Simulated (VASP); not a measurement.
LiF (Griceite):

```xyz
2
Lattice="0.0000 2.0005 2.0005 2.0005 0.0000 2.0005 2.0005 2.0005 0.0000" Properties=species:S:1:pos:R:3 pbc="T T T"
F     2.0005    2.0005    2.0005
Li    0.0000    0.0000    0.0000
```

Base run:

| Property | Result |
| --- | --- |
| Program | VASP 6.6.1 |
| Functional | r2SCAN |
| Potentials or basis | VASP PAW PBE potentials, release 64 (F, Li_sv) |
| Cutoff | 520 eV |
| k mesh | 11 × 11 × 11 |
| Occupations | fermi-dirac, width 0.05 eV |
| Spin | no spin polarisation |

Its results: band gap on the k mesh 10.47 eV, direct.

Question: The run is repeated on the same cell with these changes: functional from r2SCAN to PBEsol; further incar settings from ALGO = Normal; EDIFF = 1e-06; NBANDS = 12 to ALGO = Normal; EDIFF = 1e-07; NBANDS = 12. What comes out?

Answer: Band gap on the k mesh 9.10 eV, direct.

A k mesh can miss the band edges.
